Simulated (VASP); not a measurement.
Al3B2Sb:

```xyz
6
Lattice="3.9964 0.0000 0.0000 -1.9982 3.4609 0.0000 0.0000 0.0000 6.9388" Properties=species:S:1:pos:R:3 pbc="T T T"
Al    1.9982    0.0000    2.5760
Al   -0.9991    1.7305    2.5760
Al    0.9991    1.7305    2.5760
B     0.0000    0.0000    1.4252
B     0.0000    0.0000    3.1227
Sb    0.0000    0.0000    6.1449
```

The cell was built from a structure type or drawn by symmetry, and may not be a known phase.

- Program: VASP 6.6.1
- Task: relaxation of cell and atoms
- Functional: PBE
- Potentials or basis: VASP PAW PBE potentials, release 64 (Al, B, Sb)
- Cutoff: 600 eV
- k mesh: 6 × 6 × 4
- Occupations: gaussian, width 0.1 eV
- Spin: no spin polarisation

At the start: pressure 53.9 GPa; volume 16.00 Å³/atom.

Where does the relaxation end?

Over 36 steps the energy falls by 1456.0 meV/atom and the volume is 21.79 Å³/atom (+36.2 %); space group P6mm (No. 183, to 0.1 Å) before, P6/mmm (No. 191, to 0.1 Å).

Step by step:
```csv
step,energy change (eV),largest force (eV/Å),pressure (GPa),volume (Å³)
1,0.0000,1.8452,53.85,95.97
2,-6.9292,2.2125,-7.20,186.13
3,-8.1644,1.6485,-1.58,144.24
4,-8.1700,1.7739,-2.78,148.44
5,-8.1731,1.7356,-2.42,147.12
6,-8.4614,1.1954,0.59,141.68
7,-8.4723,0.8394,0.01,142.49
8,-8.4938,0.8917,-0.10,142.10
9,-8.4950,0.7152,-0.09,142.17
10,-8.5290,0.5466,-0.60,141.71
11,-8.6084,0.0925,-1.74,140.29
12,-8.5765,1.6660,-2.02,137.28
13,-8.6305,0.0542,-1.99,139.69
14,-8.6562,0.5589,-2.43,138.34
15,-8.6661,0.6536,-2.10,137.25
16,-8.6676,0.7314,-1.93,136.73
17,-8.6816,0.5668,-1.68,136.05
18,-8.7079,0.2954,-0.87,134.04
19,-8.6789,1.3494,1.09,130.08
20,-8.7115,0.3102,-0.45,133.11
21,-8.7116,0.3376,-0.40,133.01
22,-8.7152,0.2575,-0.29,132.56
23,-8.7213,0.1407,0.07,131.22
24,-8.7215,0.1074,0.18,130.86
25,-8.7229,0.0940,0.15,130.89
26,-8.7251,0.1641,0.06,130.99
27,-8.7253,0.1897,0.04,131.02
28,-8.7270,0.1085,0.00,131.13
29,-8.7292,0.2293,-0.12,131.45
30,-8.7304,0.1763,-0.14,131.45
31,-8.7326,0.1147,-0.19,131.45
32,-8.7322,0.2923,-0.26,131.45
33,-8.7333,0.1683,-0.22,131.45
34,-8.7345,0.1383,-0.11,131.19
35,-8.7358,0.0647,0.16,130.56
36,-8.7362,0.0251,0.08,130.75
```

Final structure:
```
CELL_PARAMETERS angstrom
4.97135 0.00000 0.00000
-2.48567 4.30531 0.00000
0.00000 0.00000 6.10871
ATOMIC_POSITIONS crystal
Al 0.50000 0.00000 0.36011
Al 0.00000 0.50000 0.36011
Al 0.50000 0.50000 0.36011
B 0.00000 0.00000 0.22484
B 0.00000 0.00000 0.49143
Sb 0.00000 0.00000 0.85814
```

Caveat: the volume moved by over 15 % at a fixed basis, so the end points are rough.
